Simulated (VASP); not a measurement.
# Hf (Fm-3m) in VASP: further runs, part 2 of 2

VASP 6.6.1.

### Step 4. Single point, r2SCAN

This run uses another cell than the first one, of 23.20 Å³/atom, 1.039 times its volume.

Input file POSCAR:

```
Hf
1.0
    0.0000000000      2.2635404658      2.2635404658
    2.2635404658      0.0000000000      2.2635404658
    2.2635404658      2.2635404658      0.0000000000
Hf
1
Direct
    0.0000000000      0.0000000000      0.0000000000
```

Input file INCAR.step1:

```
  ALGO = Normal
  EDIFF = 1E-4
  ENCUT = 520
  GGA = PE
  ISMEAR = -1
  LASPH = True
  LCHARG = False
  LREAL = False
  LWAVE = True
  NBANDS = 11
  NELM = 80
  PREC = Accurate
  SIGMA = 0.05
```

Input file INCAR.step2:

```
  ALGO = Normal
  EDIFF = 1E-7
  ENCUT = 520
  ISIF = 2
  ISMEAR = -1
  ISTART = 1
  LASPH = True
  LCHARG = False
  LMIXTAU = True
  LREAL = False
  LWAVE = False
  METAGGA = R2SCAN
  NBANDS = 11
  NELM = 80
  PREC = Accurate
  SIGMA = 0.05
```

Input file KPOINTS:

```
k-points
0
Gamma
  10 10 10
```

Potentials or basis: VASP PAW PBE potentials, release 64 (Hf_pv).

Started as:

```bash
> cat potpaw_PBE.64/Hf_pv/POTCAR > POTCAR
> cp INCAR.step1 INCAR
> mpirun -np 1 vasp_std > vasp.out
> cp INCAR.step2 INCAR
> mpirun -np 1 vasp_std > vasp.out
```

OUTCAR:

```text
EDIFF = 1E-7
   ENCUT = 520
   ISIF = 2
   ISMEAR = -1
   ISTART = 1
   LASPH = True
   LREAL = False
   METAGGA = R2SCAN
   NELM = 80
   PREC = Accurate

 ion  position               nearest neighbor table
   1  0.000  0.000  0.000-

  LATTYP: Found a face centered cubic cell.
 ALAT       =     4.5270809316

  Lattice vectors:

 A1 = (   0.0000000000,   2.2635404658,   2.2635404658)
 A2 = (   2.2635404658,   0.0000000000,   2.2635404658)
 A3 = (   2.2635404658,   2.2635404658,   0.0000000000)

Analysis of symmetry for initial positions (statically):
=====================================================================
 Subroutine PRICEL returns:
 Original cell was already a primitive cell.

 Routine SETGRP: Setting up the symmetry group for a
 face centered cubic supercell.

 Subroutine GETGRP returns: Found 48 space group operations
 (whereof 48 operations were pure point group operations)
 out of a pool of 48 trial point group operations.

The static configuration has the point symmetry O_h .

[... 154 lines left out ...]

  energy without entropy =      -45.04803670  energy(sigma->0) =      -45.05404305

 E-fermi :   4.3469     XC(G=0): -11.9929

 val. band max:        4.3304441680   @ k =   0.3000   0.0000   0.0000
 cond. band min:       4.3667052797   @ k =  -0.2000   0.3000   0.1000
 fundamental gap:      0.0362611117
 Fermi energy:         4.3469065509

 k-point     1 :       0.0000    0.0000    0.0000
  band No.  band energies     occupation
      1     -26.9005      2.00000
      2     -26.9005      2.00000
      3     -26.9005      2.00000
      4      -3.0704      2.00000
      5       5.9410      0.00000
      6       5.9410      0.00000
      7       5.9410      0.00000
      8       8.8088      0.00000
      9       8.8088      0.00000
     10      16.0846      0.00000
     11      16.2082      0.00000
[... 309 lines left out ...]
 k-point    24 :       0.4000    0.3000    0.0000
  band No.  band energies     occupation
      1     -27.4693      2.00000
      2     -27.1291      2.00000
      3     -27.1051      2.00000
      4       0.9892      2.00000
      5       2.9614      2.00000
      6       5.2362      0.00000
      7       8.5939      0.00000
      8       9.5177      0.00000
      9      10.6800      0.00000
     10      16.1747      0.00000
     11      16.2559      0.00000

 [... further k-points ...]
[... 5 lines left out ...]
  --------------------------------------------------------------------------------------
  -------------------------------------------------------------------------------------
  Total       -0.5270187     -0.5270187     -0.5270187      0.0000000      0.0000000     -0.0000000
  in kB      -36.4033921    -36.4033921    -36.4033921      0.0000000      0.0000000     -0.0000000
  external PRESSURE =     -36.4033921 kB  Pullay stress =       0.0000000 kB

 VOLUME and BASIS-vectors are now :
 -----------------------------------------------------------------------------
  energy-cutoff  :      520.00
  volume of cell :       23.20
      direct lattice vectors                 reciprocal lattice vectors
     0.000000000  2.263540466  2.263540466    -0.220892892  0.220892892  0.220892892
     2.263540466  0.000000000  2.263540466     0.220892892 -0.220892892  0.220892892
     2.263540466  2.263540466  0.000000000     0.220892892  0.220892892 -0.220892892

 POSITION                                       TOTAL-FORCE (eV/Angst)
 -----------------------------------------------------------------------------------
      0.00000      0.00000      0.00000         0.000000     -0.000000     -0.000000
 -----------------------------------------------------------------------------------
    total drift:                                0.000000      0.000000     -0.000000

  FREE ENERGIE OF THE ION-ELECTRON SYSTEM (eV)
  ---------------------------------------------------
  free  energy   TOTEN  =       -45.0600494058 eV

  energy  without entropy=      -45.0480366990  energy(sigma->0) =      -45.05404305
```

OUTCAR.step1:

```text
EDIFF = 1E-4
   ENCUT = 520
   GGA = PE
   ISMEAR = -1
   LASPH = True
[... 550 lines left out ...]

 POSITION                                       TOTAL-FORCE (eV/Angst)
 -----------------------------------------------------------------------------------
      0.00000      0.00000      0.00000         0.000000      0.000000      0.000000
 -----------------------------------------------------------------------------------
    total drift:                                0.000000      0.000000     -0.000000

  FREE ENERGIE OF THE ION-ELECTRON SYSTEM (eV)
  ---------------------------------------------------
  free  energy   TOTEN  =        -9.8517122339 eV

  energy  without entropy=       -9.8385895292  energy(sigma->0) =       -9.84515088
```

OSZICAR.step1:

```text
N       E                     dE             d eps       ncg     rms          rms(c)
DAV:   1     0.136945572004E+02    0.13695E+02   -0.57614E+03  1050   0.844E+02
DAV:   2    -0.975421072380E+01   -0.23449E+02   -0.22741E+02  1313   0.157E+02
DAV:   3    -0.102109203445E+02   -0.45671E+00   -0.45395E+00  1282   0.153E+01
DAV:   4    -0.102129238034E+02   -0.20035E-02   -0.20032E-02  1211   0.121E+00
DAV:   5    -0.102129356248E+02   -0.11821E-04   -0.11821E-04  1301   0.821E-02    0.451E+01
DAV:   6    -0.994335136484E+01    0.26958E+00   -0.22961E-01  1145   0.357E+00    0.267E+01
DAV:   7    -0.985714663678E+01    0.86205E-01   -0.34349E-01  1181   0.425E+00    0.117E+00
DAV:   8    -0.985169667391E+01    0.54500E-02   -0.26911E-02  1148   0.119E+00    0.624E-01
DAV:   9    -0.985171223386E+01   -0.15560E-04   -0.52103E-04  1232   0.189E-01
   1 F= -.98517122E+01 E0= -.98451509E+01  d E =-.131227E-01
```

Wall time 30 s (1 thread of Intel Xeon Platinum 8375C at 2.90GHz (Ice Lake), shared host); peak memory 0.15 GiB.

Results:

| Quantity | Value |
| --- | --- |
| Free energy | -45.0600 eV |
| Pressure | -3.6 GPa |
| Band gap on the k mesh | zero (band 5 reaches 5.94 eV, above the bottom of band 6 at 4.00 eV) |

Levels at points of the mesh, in eV from the Fermi level:
| k point | band 3 | band 4 | band 5 | band 6 | band 7 | band 8 |
| --- | --- | --- | --- | --- | --- | --- |
| (0.00, 0.00, 0.00) | -31.25 | -7.42 | 1.59 | 1.59 | 1.59 | 4.46 |
| (0.50, 0.00, 0.00) | -31.35 | -3.62 | 0.27 | 1.42 | 1.42 | 6.44 |
| (0.50, 0.50, 0.00) | -31.51 | -3.15 | -2.02 | 2.26 | 6.52 | 6.99 |

Caveat: the PAW data sets were made with another functional, which shifts forces and pressure a little; spin-orbit coupling is left out, which moves the levels of the heavy elements.

### Step 5. Summary

| cell | gap on the mesh (eV) | pressure (GPa) |
| --- | --- | --- |
| a = 3.160 Å, angles 60.0°, 1 atom | none | 0.0 |
| a = 3.181 Å, angles 60.0°, 1 atom | none | -1.9 |
| a = 3.201 Å, angles 60.0°, 1 atom | none | -3.6 |

Alike in all rows: task single point; level r2SCAN; potentials or basis VASP PAW PBE potentials, release 64 (Hf_pv); no spin polarisation; k mesh 10 × 10 × 10; cutoff (eV) 520; smearing fermi-dirac 0.05 eV.

Caveats: the PAW data sets were made with another functional, which shifts forces and pressure a little; spin-orbit coupling is left out, which moves the levels of the heavy elements.

Total energies depend on the potentials used, so only differences within one code and one set of settings carry meaning.
